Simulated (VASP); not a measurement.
# Li2Se (Fm-3m) in VASP: a series of runs, part 2 of 2

VASP 6.6.1. Earlier steps stand in the parts before.

### Step 3. Single point, PBE (volume changed by -3%)

Input file INCAR:

```
PREC = Accurate
ENCUT = 750
EDIFF = 1E-6
ISMEAR = 0
SIGMA = 0.01
LREAL = False
LASPH = True
NELM = 120
ALGO = Normal
ISIF = 2
LWAVE = False
LCHARG = False
GGA = PE
NBANDS = 13
GGA_COMPAT = False
```

Input file KPOINTS:

```
Automatic mesh
0
Gamma
  6 6 6
```

Input file POSCAR:

```
Li2Se
1.0
    0.0000000000      2.9730928132      2.9730928132
    2.9730928132      0.0000000000      2.9730928132
    2.9730928132      2.9730928132      0.0000000000
Se Li
1 2
Direct
    0.0000000000      0.0000000000      0.0000000000
    0.2500000000      0.2500000000      0.2500000000
    0.7500000000      0.7500000000      0.7500000000
```

Potentials or basis: VASP PAW PBE potentials, release 64 (Se, Li_sv).

Started as:

```sh
> cat potpaw_PBE.64/Se/POTCAR potpaw_PBE.64/Li_sv/POTCAR > POTCAR
> mpirun -np 1 vasp_std > vasp.out
```

OUTCAR:

```text
PREC = Accurate
   ENCUT = 750
   EDIFF = 1E-6
   ISMEAR = 0
   LREAL = False
   LASPH = True
   NELM = 120
   ISIF = 2
   GGA = PE

 ion  position               nearest neighbor table
   1  0.000  0.000  0.000-   3 2.57   3 2.57   3 2.57   2 2.57   3 2.57   2 2.57   2 2.57   2 2.57

   2  0.250  0.250  0.250-   1 2.57   1 2.57   1 2.57   1 2.57
   3  0.750  0.750  0.750-   1 2.57   1 2.57   1 2.57   1 2.57

  LATTYP: Found a face centered cubic cell.
 ALAT       =     5.9461856264

  Lattice vectors:

 A1 = (   0.0000000000,   2.9730928132,   2.9730928132)
 A2 = (   2.9730928132,   0.0000000000,   2.9730928132)
 A3 = (   2.9730928132,   2.9730928132,   0.0000000000)

Analysis of symmetry for initial positions (statically):
=====================================================================
 Subroutine PRICEL returns:
 Original cell was already a primitive cell.

 Routine SETGRP: Setting up the symmetry group for a
 face centered cubic supercell.

 Subroutine GETGRP returns: Found 48 space group operations
 (whereof 48 operations were pure point group operations)
 out of a pool of 48 trial point group operations.

The static configuration has the point symmetry O_h .

Analysis of symmetry for dynamics (positions and initial velocities):
=====================================================================
 Subroutine PRICEL returns:
 Original cell was already a primitive cell.

 Routine SETGRP: Setting up the symmetry group for a
 face centered cubic supercell.

 Subroutine GETGRP returns: Found 48 space group operations
 (whereof 48 operations were pure point group operations)
 out of a pool of 48 trial point group operations.

The dynamic configuration has the point symmetry O_h .

 Subroutine INISYM returns: Found 48 space group operations
 (whereof 48 operations are pure point group operations),
 and found     1 'primitive' translations

----------------------------------------------------------------------------------------

                                     Primitive cell

  volume of cell :      52.5600

  direct lattice vectors                    reciprocal lattice vectors
     0.000000000  2.973092813  2.973092813    -0.168175039  0.168175039  0.168175039
     2.973092813  0.000000000  2.973092813     0.168175039 -0.168175039  0.168175039
     2.973092813  2.973092813  0.000000000     0.168175039  0.168175039 -0.168175039

  length of vectors
     4.204588179  4.204588179  4.204588179     0.291287712  0.291287712  0.291287712

  position of ions in fractional coordinates (direct lattice)
     0.000000000  0.000000000  0.000000000
     0.250000000  0.250000000  0.250000000
     0.750000000  0.750000000  0.750000000

  ion indices of the primitive-cell ions
   primitive index   ion index
                 1           1
                 2           2
                 3           3

----------------------------------------------------------------------------------------

 KPOINTS: Automatic mesh

Automatic generation of k-mesh.
 Grid dimensions read from file:
 generate k-points for:    6    6    6

[... 35 lines left out ...]
 -0.333333  0.500000  0.166667     12.000000
   k-points           NKPTS =     16   k-points in BZ     NKDIM =     16   number of bands    NBANDS=     13
   number of dos      NEDOS =    301   number of ions     NIONS =      3
   total plane-waves  NPLWV =  64000
   dimension x,y,z NGX =    40 NGY =   40 NGZ =   40
   dimension x,y,z NGXF=    80 NGYF=   80 NGZF=   80
   ions per type =               1   2
   NGX,Y,Z   is equivalent  to a cutoff of  15.82, 15.82, 15.82 a.u.
   NGXF,Y,Z  is equivalent  to a cutoff of  31.63, 31.63, 31.63 a.u.
 SYSTEM =  unknown system
   PREC   = accura    normal or accurate (medium, high low for compatibility)
   ISTART =      0    job   : 0-new  1-cont  2-samecut
   ICHARG =      2    charge: 1-file 2-atom 10-const
   ISPIN  =      1    spin polarized calculation?
   LNONCOLLINEAR =      F non collinear calculations
   LSORBIT =      F    spin-orbit coupling
   LASPH  =      T    aspherical Exc in radial PAW
   ENCUT  =  750.0 eV  55.12 Ry    7.42 a.u.   9.39  9.39  9.39*2*pi/ulx,y,z
   NELM   =    120;   NELMIN=  2; NELMDL= -5     # of ELM steps
   EDIFF  = 0.1E-05   stopping-criterion for ELM
   LREAL  =      F    real-space projection
   EDIFFG = 0.1E-04   stopping-criterion for IOM
   NSW    =      0    number of steps for IOM
   IBRION =     -1    ionic relax: 0-MD 1-quasi-New 2-CG
   NFREE  =      0    steps in history (QN), initial steepest desc. (CG)
   ISIF   =      2    stress and relaxation
   ISYM   =      2    0-nonsym 1-usesym 2-fastsym
   POTIM  = 0.5000    time-step for ionic-motion
   TEBEG  =    0.0;   TEEND  =   0.0 temperature during run
   PSTRESS=    0.0 pullay stress
   NELECT =      12.0000    total number of electrons
   NUPDOWN=      -1.0000    fix difference up-down
   EMIN   =  10.00;   EMAX   =-10.00  energy-range for DOS
   EFERMI =   0.00;   METHOD = LEGACY
   ISMEAR =     0;   SIGMA  =   0.01  broadening in eV -4-tet -1-fermi 0-gaus
   EFERMI_NEDOS =   21; number of points for ismear=-14 and -15
   IALGO  =     38    algorithm
   IMIX   =      4    mixing-type and parameters
     AMIX     =   0.40;   BMIX     =  1.00
     AMIX_MAG =   1.60;   BMIX_MAG =  1.00
  volume/ion in A,a.u.               =      17.52       118.23
  Fermi-wavevector in a.u.,A,eV,Ry     =   1.000576  1.890815 13.621506  1.001152
  Thomas-Fermi vector in A             =   2.132942
   LORBIT       =      0    0 simple, 1 ext, 2 COOP (PROOUT), +10 PAW based schemes
   GGA     = PE    functional components
   LHFCALC =     F    Hartree Fock is set to
   AEXX    =    0.0000 exact exchange contribution
   IVDW    =     0    specifies the selected vdW correction
   LEPSILON=     F    determine dielectric tensor
   LRPA    =     F    only Hartree local field effects (RPA)
 non-spin polarized calculation
 Gauss-broadening in eV      SIGMA  =   0.01
  energy-cutoff  :      750.00
  volume of cell :       52.56
 maximum number of plane-waves:      2475
 NGX is ok and might be reduce to    40
   NGX = 19   NGY = 19   NGZ = 19

 number of electron      12.0000000 magnetization

 Free energy of the ion-electron system (eV)
  ---------------------------------------------------
  ext. energy  EPLUGINS =         0.00000000
  ---------------------------------------------------
  free energy    TOTEN  =       -11.12513724 eV

  energy without entropy =      -11.12513724  energy(sigma->0) =      -11.12513724

 E-fermi :   1.2732     XC(G=0):  -8.3709

 val. band max:        1.1656604069   @ k =   0.0000   0.0000   0.0000
 cond. band min:       4.1158195038   @ k =   0.5000   0.5000   0.0000
 fundamental gap:      2.9501590969
 Fermi energy:         1.2731601155

 k-point     1 :       0.0000    0.0000    0.0000
  band No.  band energies     occupation
      1     -43.4988      2.00000
      2     -43.4719      2.00000
      3     -10.3031      2.00000
      4       1.1657      2.00000
      5       1.1657      2.00000
      6       1.1657      2.00000
      7       4.6743      0.00000
      8       6.7994      0.00000
      9       6.7994      0.00000
     10       6.7994      0.00000
     11      11.8355      0.00000
     12      11.8355      0.00000
     13      12.2022      0.00000
[... 226 lines left out ...]
  band No.  band energies     occupation
      1     -43.4869      2.00000
      2     -43.4825      2.00000
      3      -9.7931      2.00000
      4      -0.9980      2.00000
      5      -0.5905      2.00000
      6      -0.5788      2.00000
      7       5.4324      0.00000
      8       8.2992      0.00000
      9       8.8297      0.00000
     10      10.5578      0.00000
     11      12.0426      0.00000
     12      12.9361      0.00000
     13      13.2435      0.00000

------------------------ aborting loop because EDIFF is reached ----------------------------------------

  FORCE on cell =-STRESS in cart. coord.  units (eV):
  Direction    XX          YY          ZZ          XY          YZ          ZX
  --------------------------------------------------------------------------------------
  -------------------------------------------------------------------------------------
  Total        0.3332492      0.3332492      0.3332492      0.0000000     -0.0000000     -0.0000000
  in kB       10.1583761     10.1583761     10.1583761      0.0000000     -0.0000000     -0.0000000
  external PRESSURE =      10.1583761 kB  Pullay stress =       0.0000000 kB

 VOLUME and BASIS-vectors are now :
 -----------------------------------------------------------------------------
  energy-cutoff  :      750.00
  volume of cell :       52.56
      direct lattice vectors                 reciprocal lattice vectors
     0.000000000  2.973092813  2.973092813    -0.168175039  0.168175039  0.168175039
     2.973092813  0.000000000  2.973092813     0.168175039 -0.168175039  0.168175039
     2.973092813  2.973092813  0.000000000     0.168175039  0.168175039 -0.168175039

 POSITION                                       TOTAL-FORCE (eV/Angst)
 -----------------------------------------------------------------------------------
      0.00000      0.00000      0.00000        -0.000000      0.000000     -0.000000
      1.48655      1.48655      1.48655        -0.000000     -0.000000      0.000000
      4.45964      4.45964      4.45964         0.000000      0.000000     -0.000000
 -----------------------------------------------------------------------------------
    total drift:                                0.000000     -0.000000      0.000000

  FREE ENERGIE OF THE ION-ELECTRON SYSTEM (eV)
  ---------------------------------------------------
  free  energy   TOTEN  =       -11.1251372424 eV

  energy  without entropy=      -11.1251372424  energy(sigma->0) =      -11.12513724
```

It took 16 s on 1 thread of Intel Xeon Platinum 8559C (Emerald Rapids), shared host; peak memory 0.24 GiB.

What came out:

| Quantity | Value |
| --- | --- |
| Free energy | -11.1251 eV |
| Pressure | 1.0 GPa |
| Band gap on the k mesh | 2.95 eV, indirect (least direct gap 3.51 eV) |
